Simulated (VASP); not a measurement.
Write the native input for VASP 6.6.1 that does the following.

* Task: single point
* Functional: r2SCAN
* Potentials or basis: VASP PAW PBE potentials, release 64 (Ba_sv, Zr_sv, O)
* Cutoff: 520 eV
* k mesh: 8 × 8 × 8
* Occupations: fermi-dirac, width 0.1 eV
* Spin: no spin polarisation
* Dipole correction: no
* Further INCAR settings: ALGO = Normal; EDIFF = 1e-06; NBANDS = 28

BaZrO3:

```
Ba Zr O
1.0
     4.20517    0.00000    0.00000
     0.00000    4.20517    0.00000
     0.00000    0.00000    4.20517
Ba Zr O
1 1 3
Direct
  0.00000 0.00000 0.00000
  0.50000 0.50000 0.50000
  0.00000 0.50000 0.50000
  0.50000 0.00000 0.50000
  0.50000 0.50000 0.00000
```

One way to write it, as run:

POSCAR

```
BaZrO3
1.0
    4.2051719888      0.0000000000      0.0000000000
    0.0000000000      4.2051719888      0.0000000000
    0.0000000000      0.0000000000      4.2051719888
Ba Zr O
1 1 3
Direct
    0.0000000000      0.0000000000      0.0000000000
    0.5000000000      0.5000000000      0.5000000000
    0.0000000000      0.5000000000      0.5000000000
    0.5000000000      0.0000000000      0.5000000000
    0.5000000000      0.5000000000      0.0000000000
```

INCAR.step1

```
SYSTEM = BaZrO3
PREC     = Accurate       ! precision mode
ENCUT    = 520            ! plane-wave cutoff, eV
ISMEAR   = -1             ! smearing method
SIGMA    = 0.1            ! smearing width, eV
LREAL    = .FALSE.        ! projectors in reciprocal space
LASPH    = .TRUE.         ! aspherical terms in the spheres
NELM     = 60             ! most SCF steps
NBANDS   = 28             ! bands
GGA      = PE             ! functional
ALGO     = Normal         ! electronic algorithm
EDIFF    = 1E-4           ! SCF threshold, eV
LWAVE    = .TRUE.         ! write WAVECAR
LCHARG   = .FALSE.        ! write CHGCAR
```

INCAR.step2

```
SYSTEM = BaZrO3
PREC     = Accurate       ! precision mode
ENCUT    = 520            ! plane-wave cutoff, eV
EDIFF    = 1E-6           ! SCF threshold, eV
ISMEAR   = -1             ! smearing method
SIGMA    = 0.1            ! smearing width, eV
LREAL    = .FALSE.        ! projectors in reciprocal space
LASPH    = .TRUE.         ! aspherical terms in the spheres
NELM     = 60             ! most SCF steps
ALGO     = Normal         ! electronic algorithm
ISIF     = 2              ! what is computed and relaxed
LWAVE    = .FALSE.        ! write WAVECAR
LCHARG   = .FALSE.        ! write CHGCAR
METAGGA  = R2SCAN         ! meta-GGA
LMIXTAU  = .TRUE.       
NBANDS   = 28             ! bands
ISTART   = 1
```

KPOINTS

```
regular mesh
0
G
  8 8 8
  0 0 0
```

Potentials or basis: VASP PAW PBE potentials, release 64 (Ba_sv, Zr_sv, O).

Run with:

```sh
$ cat potpaw_PBE.64/Ba_sv/POTCAR potpaw_PBE.64/Zr_sv/POTCAR potpaw_PBE.64/O/POTCAR > POTCAR
$ cp INCAR.step1 INCAR
$ mpirun -np 1 vasp_std > vasp.out
$ cp INCAR.step2 INCAR
$ mpirun -np 1 vasp_std > vasp.out
```

Results of the run:

The pressure is 1.0 GPa and the band gap on the k mesh is 3.68 eV, indirect (least direct gap 3.93 eV).

Caveat: the PAW data sets were made with another functional, which shifts forces and pressure a little; spin-orbit coupling is left out, which moves the levels of the heavy elements.

Wall time 77 s on 1 thread of Intel(R) Xeon(R) 6975P-C (Granite Rapids) (shared host), peak memory 0.23 GiB.
